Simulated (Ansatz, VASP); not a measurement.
## Ir12O: VASP beside Ansatz

```
Ir O
1.0
     5.43090    0.00000    0.00000
     0.00000    5.43090    0.00000
     0.00000    0.00000   21.00140
Ir O
12 1
Cartesian
  1.3577 1.3577 4.0000
  1.3577 4.0732 4.0000
  4.0732 1.3577 4.0000
  4.0732 4.0732 4.0000
  0.0000 0.0000 5.8506
  0.0000 2.7155 5.8506
  2.7155 0.0000 5.8506
  2.7155 2.7155 5.8506
  1.3577 1.3577 7.7014
  1.3577 4.0732 7.7014
  4.0732 1.3577 7.7014
  4.0732 4.0732 7.7014
  1.8103 2.2629 11.0014
```

Alike in both runs: task single point; functional PBE; dispersion D3(BJ); k mesh 5 × 5 × 1; occupations gaussian, width 0.1 eV; no spin polarisation.

|  | VASP | Ansatz |
| --- | --- | --- |
| version | VASP 6.6.1 | Ansatz 0.2.0 |
| potentials or method | VASP PAW PBE potentials, release 64 (Ir, O), cutoff 520 eV | scalar-relativistic, plane waves, PAW |
| valence electrons in the cell | 114 | 210 |

|  | VASP | Ansatz | Ansatz less VASP |
| --- | --- | --- | --- |
| gap on the k mesh at the Fermi level (eV) | none | none | - |
| rms of the force components (eV/Å) | 0.248 | 0.243 | -0.0052 |

Atom by atom the forces differ by 0.024 eV/Å (rms over components). A gap of «none» marks a metal or a gap that the smearing closes. VASP's potentials hold 114 valence electrons a cell and Ansatz's 210, so a difference there can come from the potentials and not from the codes. Ansatz's warnings: vacuum below fermi.

Neither program's run includes spin-orbit coupling.
